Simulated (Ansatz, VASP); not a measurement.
## Two plane-wave programs on ZnS

```
Zn S
1.0
     0.00000    2.70465    2.70465
     2.70465    0.00000    2.70465
     2.70465    2.70465    0.00000
Zn S
1 1
Direct
  0.02668 0.02668 0.02668
  0.75000 0.75000 0.75000
```

Change from the starting cell: all Zn atoms moved -0.250 Å, as atom 1 towards its neighbour atom 2 (S) at 2.342 Å.

Alike in both runs: task single point; functional r2SCAN; k mesh 8 × 8 × 8; occupations gaussian, width 0.05 eV; no spin polarisation.

```csv
,VASP,Ansatz
version,VASP 6.6.1,Ansatz 0.2.0
potentials or method,"VASP PAW PBE potentials, release 64 (Zn, S), cutoff 520 eV","scalar-relativistic, plane waves, PAW"
valence electrons in the cell,18,18
```

|  | VASP | Ansatz | Ansatz less VASP |
| --- | --- | --- | --- |
| gap on the k mesh at the Fermi level (eV) | 2.60 | 2.59 | -0.010 |
| least direct gap on the mesh (eV) | 2.60 | 2.59 | -0.010 |
| pressure (GPa) | 0.6 | 0.6 | -0.02 |
| traceless stress, the component that is largest in VASP (GPa) | -1.75 | -1.75 | +0.008 |
| rms of the force components (eV/Å) | 0.446 | 0.446 | -0.0001 |

VASP's potentials were made for PBE, not for r2SCAN. Atom by atom the forces differ by 0.000 eV/Å (rms over components).
